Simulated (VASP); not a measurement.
# SnSe (I4/mmm) in VASP: single point with PBE+D3(BJ)

Aim: the single point of SnSe with PBE+D3(BJ).

Everything below comes from runs of VASP 6.6.1. Logs are shortened: lines on timing, memory, paths and dates and some standing lists are left out, and cuts for length are marked.

## (1) The cell of the first run

It takes space group I4/mmm (No. 139, tetragonal). The conventional cell has a = 4.227 Å, b = 4.227 Å, c = 5.798 Å, α = 90.00°, β = 90.00°, γ = 90.00°. Sn (site symmetry 4/mmm) has 6 Se at 2.90 to 2.99 Å within 3.8 Å. Se (site symmetry 4/mmm) has 6 Sn at 2.90 to 2.99 Å within 3.8 Å.

## (2) Single point, PBE+D3(BJ) (strain +0.000 along x and y, -0.030 along z)

INCAR

```
SYSTEM = SnSe
  PREC = Accurate
  ENCUT = 520
  EDIFF = 1E-6
  ISMEAR = 0
  SIGMA = 0.05
  LREAL = .FALSE.
  LASPH = .TRUE.
  NELM = 80
  ALGO = Normal
  ISIF = 2
  LWAVE = .FALSE.
  LCHARG = .FALSE.
  GGA = PE
  IVDW = 12
  NBANDS = 17
```

KPOINTS

```
regular mesh
0
G
  10 10 10
  0 0 0
```

POSCAR

```
SnSe
1.0
    0.0000000000      2.9887688397      2.8991057745
    2.9887688397      0.0000000000      2.8991057745
    2.9887688397      2.9887688397      0.0000000000
Sn Se
1 1
Direct
    0.0000000000      0.0000000000      0.0000000000
    0.5000000000      0.5000000000      0.5000000000
```

Potentials or basis: VASP PAW PBE potentials, release 64 (Sn_d, Se).

Launch:

```sh
$ cat potpaw_PBE.64/Sn_d/POTCAR potpaw_PBE.64/Se/POTCAR > POTCAR
$ mpirun -np 1 vasp_std > vasp.out
```

OUTCAR:

```text
SYSTEM = SnSe
   PREC = Accurate
   ENCUT = 520
   EDIFF = 1E-6
   ISMEAR = 0
   LREAL = .FALSE.
   LASPH = .TRUE.
   NELM = 80
   ISIF = 2
   GGA = PE
   IVDW = 12
 IVDW          = 12

 ion  position               nearest neighbor table
   1  0.000  0.000  0.000-   2 2.90   2 2.90   2 2.99   2 2.99   2 2.99   2 2.99
   2  0.500  0.500  0.500-   1 2.90   1 2.90   1 2.99   1 2.99   1 2.99   1 2.99

  LATTYP: Found a body centered tetragonal cell.
 ALAT       =     4.2267574279
 C/A-ratio  =     1.3717871555

  Lattice vectors:

 A1 = (   0.0000000000,  -2.9887688397,  -2.8991057745)
 A2 = (   0.0000000000,   2.9887688397,  -2.8991057745)
 A3 = (   2.9887688397,   0.0000000000,   2.8991057745)

Analysis of symmetry for initial positions (statically):
=====================================================================
 Subroutine PRICEL returns:
 Original cell was already a primitive cell.

 Routine SETGRP: Setting up the symmetry group for a
 body centered tetragonal supercell.

 Subroutine GETGRP returns: Found 16 space group operations
 (whereof 16 operations were pure point group operations)
 out of a pool of 16 trial point group operations.

The static configuration has the point symmetry D_4h.

Analysis of symmetry for dynamics (positions and initial velocities):
=====================================================================
 Subroutine PRICEL returns:
 Original cell was already a primitive cell.

 Routine SETGRP: Setting up the symmetry group for a
 body centered tetragonal supercell.

 Subroutine GETGRP returns: Found 16 space group operations
 (whereof 16 operations were pure point group operations)
 out of a pool of 16 trial point group operations.

The dynamic configuration has the point symmetry D_4h.

 Subroutine INISYM returns: Found 16 space group operations
 (whereof 16 operations are pure point group operations),
 and found     1 'primitive' translations

----------------------------------------------------------------------------------------

                                     Primitive cell

  volume of cell :      51.7939

  direct lattice vectors                    reciprocal lattice vectors
     0.000000000  2.988768840  2.899105775    -0.167292965  0.167292965  0.172466974
     2.988768840  0.000000000  2.899105775     0.167292965 -0.167292965  0.172466974
     2.988768840  2.988768840  0.000000000     0.167292965  0.167292965 -0.172466974

  length of vectors
     4.163838790  4.163838790  4.226757428     0.292777610  0.292777610  0.292777610

  position of ions in fractional coordinates (direct lattice)
     0.000000000  0.000000000  0.000000000
     0.500000000  0.500000000  0.500000000

  ion indices of the primitive-cell ions
   primitive index   ion index
                 1           1
                 2           2

----------------------------------------------------------------------------------------

 KPOINTS: regular mesh

Automatic generation of k-mesh.
 Grid dimensions read from file:
 generate k-points for:   10   10   10

 Generating k-lattice:

  Cartesian coordinates                     Fractional coordinates (reciprocal lattice)
    -0.016729296  0.016729296  0.017246697     0.100000000 -0.000000000  0.000000000
     0.016729296 -0.016729296  0.017246697    -0.000000000  0.100000000  0.000000000
     0.016729296  0.016729296 -0.017246697     0.000000000  0.000000000  0.100000000

  Length of vectors
     0.029277761  0.029277761  0.029277761

  Shift w.r.t. Gamma in fractional coordinates (k-lattice)
     0.000000000  0.000000000  0.000000000

 Subroutine IBZKPT returns following result:
 ===========================================

 Found    102 irreducible k-points:

 Following reciprocal coordinates:
            Coordinates               Weight
  0.000000  0.000000  0.000000      1.000000
  0.100000  0.000000  0.000000      8.000000
  0.200000  0.000000  0.000000      8.000000
  0.300000  0.000000  0.000000      8.000000
  0.400000  0.000000  0.000000      8.000000
  0.500000  0.000000  0.000000      4.000000
[... 16 lines left out ...]
  0.300000  0.300000  0.000000      2.000000
  0.400000  0.300000  0.000000      8.000000
 [... further k-points ...]
   k-points           NKPTS =    102   k-points in BZ     NKDIM =    102   number of bands    NBANDS=     17
   number of dos      NEDOS =    301   number of ions     NIONS =      2
   total plane-waves  NPLWV =  32768
   dimension x,y,z NGX =    32 NGY =   32 NGZ =   32
   dimension x,y,z NGXF=    64 NGYF=   64 NGZF=   64
   ions per type =               1   1
   NGX,Y,Z   is equivalent  to a cutoff of  12.78, 12.78, 12.59 a.u.
   NGXF,Y,Z  is equivalent  to a cutoff of  25.55, 25.55, 25.17 a.u.
 SYSTEM =  SnSe
   PREC   = accura    normal or accurate (medium, high low for compatibility)
   ISTART =      0    job   : 0-new  1-cont  2-samecut
   ICHARG =      2    charge: 1-file 2-atom 10-const
   ISPIN  =      1    spin polarized calculation?
   LNONCOLLINEAR =      F non collinear calculations
   LSORBIT =      F    spin-orbit coupling
   LASPH  =      T    aspherical Exc in radial PAW
   ENCUT  =  520.0 eV  38.22 Ry    6.18 a.u.   7.74  7.74  7.86*2*pi/ulx,y,z
   NELM   =     80;   NELMIN=  2; NELMDL= -5     # of ELM steps
   EDIFF  = 0.1E-05   stopping-criterion for ELM
   LREAL  =      F    real-space projection
   EDIFFG = 0.1E-04   stopping-criterion for IOM
   NSW    =      0    number of steps for IOM
   IBRION =     -1    ionic relax: 0-MD 1-quasi-New 2-CG
   NFREE  =      0    steps in history (QN), initial steepest desc. (CG)
   ISIF   =      2    stress and relaxation
   ISYM   =      2    0-nonsym 1-usesym 2-fastsym
   POTIM  = 0.5000    time-step for ionic-motion
   TEBEG  =    0.0;   TEEND  =   0.0 temperature during run
   PSTRESS=    0.0 pullay stress
   NELECT =      20.0000    total number of electrons
   NUPDOWN=      -1.0000    fix difference up-down
   EMIN   =  10.00;   EMAX   =-10.00  energy-range for DOS
   EFERMI =   0.00;   METHOD = LEGACY
   ISMEAR =     0;   SIGMA  =   0.05  broadening in eV -4-tet -1-fermi 0-gaus
   EFERMI_NEDOS =   21; number of points for ismear=-14 and -15
   IALGO  =     38    algorithm
   IMIX   =      4    mixing-type and parameters
     AMIX     =   0.40;   BMIX     =  1.00
     AMIX_MAG =   1.60;   BMIX_MAG =  1.00
  volume/ion in A,a.u.               =      25.90       174.76
  Fermi-wavevector in a.u.,A,eV,Ry     =   1.192135  2.252808 19.336392  1.421185
  Thomas-Fermi vector in A             =   2.328180
   LORBIT       =      0    0 simple, 1 ext, 2 COOP (PROOUT), +10 PAW based schemes
   GGA     = PE    functional components
   LHFCALC =     F    Hartree Fock is set to
   AEXX    =    0.0000 exact exchange contribution
   IVDW    =    12    specifies the selected vdW correction
   LEPSILON=     F    determine dielectric tensor
   LRPA    =     F    only Hartree local field effects (RPA)
 non-spin polarized calculation
 Gauss-broadening in eV      SIGMA  =   0.05
  energy-cutoff  :      520.00
  volume of cell :       51.79
 maximum number of plane-waves:      1411
   NGX = 15   NGY = 15   NGZ = 15

 number of electron      20.0000003 magnetization

 Free energy of the ion-electron system (eV)
  ---------------------------------------------------
  ext. energy  EPLUGINS =         0.00000000
  ---------------------------------------------------
  free energy    TOTEN  =        -8.15397892 eV

  energy without entropy =       -8.15397892  energy(sigma->0) =       -8.15397892

 E-fermi :   6.4644     XC(G=0):  -9.8337

 val. band max:        6.2646189783   @ k =  -0.2000  -0.0000   0.2000
 cond. band min:       6.6655185240   @ k =  -0.4000   0.1000   0.0000
 fundamental gap:      0.4008995457
 Fermi energy:         6.4643590129

 k-point     1 :       0.0000    0.0000    0.0000
  band No.  band energies     occupation
      1     -15.4257      2.00000
      2     -15.4246      2.00000
      3     -15.4164      2.00000
      4     -15.4164      2.00000
      5     -15.4136      2.00000
      6      -8.0550      2.00000
[... 9 lines left out ...]
     16      12.1353      0.00000
     17      14.1614      0.00000

 k-point     2 :       0.1000    0.0000    0.0000
  band No.  band energies     occupation
      1     -15.4261      2.00000
      2     -15.4241      2.00000
      3     -15.4160      2.00000
      4     -15.4152      2.00000
      5     -15.4141      2.00000
      6      -7.9775      2.00000
[... 9 lines left out ...]
     16      12.3176      0.00000
     17      14.8857      0.00000

 k-point     3 :       0.2000    0.0000    0.0000
  band No.  band energies     occupation
      1     -15.4278      2.00000
      2     -15.4233      2.00000
      3     -15.4170      2.00000
      4     -15.4122      2.00000
      5     -15.4114      2.00000
      6      -7.7581      2.00000
[... 9 lines left out ...]
     16      12.9354      0.00000
     17      16.4920      0.00000

 k-point     4 :       0.3000    0.0000    0.0000
  band No.  band energies     occupation
      1     -15.4304      2.00000
      2     -15.4242      2.00000
      3     -15.4179      2.00000
      4     -15.4084      2.00000
      5     -15.4062      2.00000
      6      -7.4445      2.00000
[... 9 lines left out ...]
     16      13.9296      0.00000
     17      18.4469      0.00000
[... 343 lines left out ...]
      1     -15.4299      2.00000
      2     -15.4256      2.00000
      3     -15.4124      2.00000
      4     -15.4122      2.00000
      5     -15.4080      2.00000
      6      -7.3506      2.00000
[... 9 lines left out ...]
     16      15.9320      0.00000
     17      16.4785      0.00000

 k-point    23 :       0.3000    0.3000    0.0000
  band No.  band energies     occupation
      1     -15.4363      2.00000
      2     -15.4305      2.00000
      3     -15.4186      2.00000
      4     -15.4014      2.00000
      5     -15.4014      2.00000
      6      -7.1918      2.00000
[... 9 lines left out ...]
     16      16.4895      0.00000
     17      16.6981      0.00000

 k-point    24 :       0.4000    0.3000    0.0000
  band No.  band energies     occupation
      1     -15.4418      2.00000
      2     -15.4306      2.00000
      3     -15.4185      2.00000
      4     -15.3988      2.00000
      5     -15.3980      2.00000
      6      -6.9478      2.00000
[... 9 lines left out ...]
     16      17.0258      0.00000
     17      17.8802      0.00000

 [... further k-points ...]

------------------------ aborting loop because EDIFF is reached ----------------------------------------

 Edisp (eV)   -0.74513

 E8    (eV) :    -0.3357

  FORCE on cell =-STRESS in cart. coord.  units (eV):
  Direction    XX          YY          ZZ          XY          YZ          ZX
  --------------------------------------------------------------------------------------
  -------------------------------------------------------------------------------------
  Total       0.07462     0.07462     1.65613     0.00000     0.00000    -0.00000
  in kB       2.30818     2.30818    51.23027     0.00000     0.00000    -0.00000
  external pressure =       18.62 kB  Pullay stress =        0.00 kB

 VOLUME and BASIS-vectors are now :
 -----------------------------------------------------------------------------
  energy-cutoff  :      520.00
  volume of cell :       51.79
      direct lattice vectors                 reciprocal lattice vectors
     0.000000000  2.988768840  2.899105775    -0.167292965  0.167292965  0.172466974
     2.988768840  0.000000000  2.899105775     0.167292965 -0.167292965  0.172466974
     2.988768840  2.988768840  0.000000000     0.167292965  0.167292965 -0.172466974

 POSITION                                       TOTAL-FORCE (eV/Angst)
 -----------------------------------------------------------------------------------
      0.00000      0.00000      0.00000        -0.000000      0.000000      0.000000
      2.98877      2.98877      2.89911         0.000000     -0.000000      0.000000
 -----------------------------------------------------------------------------------
    total drift:                                0.000000     -0.000000     -0.000000

  FREE ENERGIE OF THE ION-ELECTRON SYSTEM (eV)
  ---------------------------------------------------
  free  energy   TOTEN  =        -8.8991045580 eV

  energy  without entropy=       -8.8991045579  energy(sigma->0) =       -8.89910456
```

Run time: 29 s. Hardware: 1 thread of Intel Xeon 6975P-C (Granite Rapids), shared host; peak memory 0.24 GiB.

What came out:

| Item | Value |
| --- | --- |
| Free energy | -8.8991 eV |
| Pressure | 1.9 GPa |
| Band gap on the k mesh | 0.40 eV, indirect (least direct gap 0.52 eV) |
| Dispersion energy per atom | -0.373 eV |

Caveat: the cell differs from its parent crystal (strain +0.000 along x and y, -0.030 along z); spin-orbit coupling is left out, which moves the levels of the heavy elements. A k mesh can miss the band edges.
